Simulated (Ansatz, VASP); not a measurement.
**Two plane-wave programs on InCo2N2**

```
In Co N
1.0
     2.72596   -1.58055    0.00000
     2.72596    1.58055    0.00000
    -1.95227    0.00000    7.54468
In Co N
1 2 2
Direct
  0.50000 0.50000 0.50000
  0.62734 0.62734 0.89189
  0.37266 0.37266 0.10811
  0.72262 0.72262 0.15501
  0.27738 0.27738 0.84499
```

Alike in both runs: task single point; functional PBE; k mesh 10 × 10 × 4; occupations fermi-dirac, width 0.05 eV; collinear spin, ferromagnetic start.

```csv
,VASP,Ansatz
version,VASP 6.6.1,Ansatz 0.2.0
potentials or method,"VASP PAW PBE potentials, release 64 (In_d, Co, N)",Ansatz PAW
plane-wave cutoff (eV),520,420
valence electrons in the cell,41,57
```

|  | VASP | Ansatz | Ansatz less VASP |
| --- | --- | --- | --- |
| gap on the k mesh at the Fermi level (eV) | none | none | - |
| pressure (GPa) | -0.2 | -0.2 | 0.00 |
| traceless stress, the component that is largest in VASP (GPa) | 0.31 | 0.24 | -0.073 |
| rms of the force components (eV/Å) | 0.042 | 0.051 | +0.0087 |
| net moment per atom (μB) | 0.09 | 0.09 | +0.001 |
| size of the moment on the site where the two differ most (μB) | 0.18 | 0.17 | -0.006 |

Site moments also hang on the region over which each program counts them. Atom by atom the forces differ by 0.011 eV/Å (rms over components). A gap of «none» marks a metal or a gap that the smearing closes. VASP's potentials hold 41 valence electrons a cell and Ansatz's 57, so a difference there can come from the potentials and not from the codes.
